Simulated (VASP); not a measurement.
Write the native input for VASP 6.6.1 that does the following.

* Task: single point
* Functional: r2SCAN
* Potentials or basis: VASP PAW PBE potentials, release 64 (Ba_sv, Sr_sv, Ti_sv, O)
* Cutoff: 520 eV
* k mesh: 8 × 8 × 2
* Occupations: gaussian, width 0.02 eV
* Spin: no spin polarisation
* Dipole correction: no
* Further INCAR settings: LREAL = Auto; ALGO = Normal; EDIFF = 1e-06; NBANDS = 96

The system is BaSr3Ti4O12.

```
Ba Sr Ti O
1.0
     3.92903    0.00000    0.00000
     0.00000    3.92903    0.00000
     0.00000    0.00000   15.71628
Ba Sr Ti O
1 3 4 12
Direct
  0.00000 0.00000 0.00000
  0.00000 0.00000 0.25238
  0.00000 0.00000 0.50000
  0.00000 0.00000 0.74762
  0.50000 0.50000 0.12879
  0.50000 0.50000 0.37617
  0.50000 0.50000 0.62383
  0.50000 0.50000 0.87121
  0.00000 0.50000 0.13041
  0.00000 0.50000 0.37620
  0.00000 0.50000 0.62380
  0.00000 0.50000 0.86959
  0.50000 0.50000 0.00000
  0.50000 0.50000 0.25223
  0.50000 0.50000 0.50000
  0.50000 0.50000 0.74777
  0.50000 0.00000 0.13041
  0.50000 0.00000 0.37620
  0.50000 0.00000 0.62380
  0.50000 0.00000 0.86959
```

One way to write it, as run:

POSCAR

```
BaSr3Ti4O12
1.0
    3.9290315180      0.0000000000      0.0000000000
    0.0000000000      3.9290315180      0.0000000000
    0.0000000000      0.0000000000     15.7162789540
Ba Sr Ti O
1 3 4 12
Direct
    0.0000000000      0.0000000000      0.0000000000
    0.0000000000      0.0000000000      0.2523776139
    0.0000000000      0.0000000000      0.5000000000
    0.0000000000      0.0000000000      0.7476223861
    0.5000000000      0.5000000000      0.1287891565
    0.5000000000      0.5000000000      0.3761714102
    0.5000000000      0.5000000000      0.6238285898
    0.5000000000      0.5000000000      0.8712108435
    0.0000000000      0.5000000000      0.1304055906
    0.0000000000      0.5000000000      0.3762031835
    0.0000000000      0.5000000000      0.6237968165
    0.0000000000      0.5000000000      0.8695944094
    0.5000000000      0.5000000000      0.0000000000
    0.5000000000      0.5000000000      0.2522251194
    0.5000000000      0.5000000000      0.5000000000
    0.5000000000      0.5000000000      0.7477748806
    0.5000000000      0.0000000000      0.1304055906
    0.5000000000      0.0000000000      0.3762031835
    0.5000000000      0.0000000000      0.6237968165
    0.5000000000      0.0000000000      0.8695944094
```

INCAR.step1

```
PREC     = Accurate       # precision mode
ENCUT    = 520            # plane-wave cutoff, eV
ISMEAR   = 0              # smearing method
SIGMA    = 0.02           # smearing width, eV
LREAL    = Auto         
LASPH    = T              # aspherical terms in the spheres
NELM     = 80             # most SCF steps
NBANDS   = 96             # bands
GGA      = PE             # functional
ALGO     = Normal         # electronic algorithm
EDIFF    = 1E-4           # SCF threshold, eV
LWAVE    = T              # write WAVECAR
LCHARG   = F              # write CHGCAR
```

INCAR.step2

```
PREC     = Accurate       # precision mode
ENCUT    = 520            # plane-wave cutoff, eV
EDIFF    = 1E-6           # SCF threshold, eV
ISMEAR   = 0              # smearing method
SIGMA    = 0.02           # smearing width, eV
LREAL    = Auto         
LASPH    = T              # aspherical terms in the spheres
NELM     = 80             # most SCF steps
ALGO     = Normal         # electronic algorithm
ISIF     = 2              # what is computed and relaxed
LWAVE    = F              # write WAVECAR
LCHARG   = T              # write CHGCAR
METAGGA  = R2SCAN         # meta-GGA
LMIXTAU  = T            
LELF     = T              # ELF
LVHAR    = T            
NBANDS   = 96             # bands
ISTART   = 1
```

KPOINTS

```
regular mesh
0
Gamma
  8 8 2
```

Potentials or basis: VASP PAW PBE potentials, release 64 (Ba_sv, Sr_sv, Ti_sv, O).

Run with:

```console
$ cat potpaw_PBE.64/Ba_sv/POTCAR potpaw_PBE.64/Sr_sv/POTCAR potpaw_PBE.64/Ti_sv/POTCAR potpaw_PBE.64/O/POTCAR > POTCAR
$ cp INCAR.step1 INCAR
$ mpirun -np 1 vasp_std > vasp.out
$ cp INCAR.step2 INCAR
$ mpirun -np 1 vasp_std > vasp.out
```

Results of the run:

The pressure is 1.2 GPa and the largest force is 0.043 eV/Å. The band gap on the k mesh is 2.23 eV (least direct gap 2.49 eV).

Caveat: the PAW data sets were made with another functional, which shifts forces and pressure a little; spin-orbit coupling is left out, which moves the levels of the heavy elements.

Run time: 110 min on 1 thread of Oxide Virtual Turin-like Processor (shared host), peak memory 0.61 GiB.
